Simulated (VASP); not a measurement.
Runs of VASP 6.6.1 on Si. Symmetry: I4/mmm, No. 139, tetragonal system. Conventional cell: a = 3.254 Å, b = 3.254 Å, c = 2.641 Å, α = 90.00°, β = 90.00°, γ = 90.00°. Si (site symmetry 4/mmm) has 14 Si at 2.64 to 3.25 Å within 3.5 Å. 

```tsv
level	potentials or basis	gap on the mesh (eV)	pressure (GPa)
BLYP	VASP PAW PBE potentials, release 64 (Si)	none	13.1
RPBE	VASP PAW PBE potentials, release 64 (Si)	none	4.5
revPBE	VASP PAW PBE potentials, release 64 (Si)	none	(a)
LDA	VASP PAW LDA potentials, release 64 (Si)	none	0.1
```

Alike in all rows: task single point; no spin polarisation; cell as given; k mesh 13 × 13 × 11; cutoff (eV) 520; smearing methfessel-paxton 0.05 eV.

**Question.** Fill in the values left out.

**Answer.** (a) 4.3.

Caveats: the cell stands under pressure (at least some runs); the PAW data sets were made with another functional, which shifts forces and pressure a little (at least some runs).

A gap of «none» marks levels without a gap at the run's occupations.
